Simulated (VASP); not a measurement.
Write the native input for VASP 6.6.1 that does the following.

| Item | Value |
| --- | --- |
| Task | single point |
| Functional | PBEsol |
| Potentials or basis | VASP PAW PBE potentials, release 64 (Ta_pv, N) |
| Cutoff | 520 eV |
| k mesh | 18 × 18 × 18 |
| Occupations | gaussian, width 0.15 eV |
| Spin | no spin polarisation |
| Dipole correction | no |
| Further INCAR settings | ALGO = Normal; EDIFF = 1e-07; NBANDS = 15 |

The structure of TaN lies in POSCAR:

```
TaN
1.0
    0.0000000000      2.2879500000      2.0700500000
    2.2879500000      0.0000000000      2.0700500000
    2.2879500000      2.2879500000      0.0000000000
Ta N
1 1
Direct
    0.5000000000      0.5000000000      0.5000000000
    0.0000000000      0.0000000000      0.0000000000
```

This cell differs from its parent crystal: strain +0.050 along x and y, -0.050 along z.

These files were run (other wordings do the same):

INCAR

```
PREC = Accurate
ENCUT = 520
EDIFF = 1E-7
ISMEAR = 0
SIGMA = 0.15
LREAL = F
LASPH = T
NELM = 100
ALGO = Normal
ISIF = 2
LWAVE = F
LCHARG = F
GGA = PS
NBANDS = 15
```

KPOINTS

```
regular mesh
0
Gamma
  18 18 18
```

Potentials or basis: VASP PAW PBE potentials, release 64 (Ta_pv, N).

Command:

```sh
$ cat potpaw_PBE.64/Ta_pv/POTCAR potpaw_PBE.64/N/POTCAR > POTCAR
$ mpirun -np 1 vasp_std > vasp.out
```

Results of the run:

```
Pressure               : -1.7 GPa
Band gap on the k mesh : zero (band 8 reaches 10.67 eV, above the bottom of band 9 at 6.77 eV)
```

Caveat: the cell differs from its parent crystal (strain +0.050 along x and y, -0.050 along z); the PAW data sets were made with another functional, which shifts forces and pressure a little; spin-orbit coupling is left out, which moves the levels of the heavy elements.

Run time: 65 s on 1 thread of AMD EPYC 9R45 96-Core Processor (Zen 5) (shared host), peak memory 0.24 GiB.
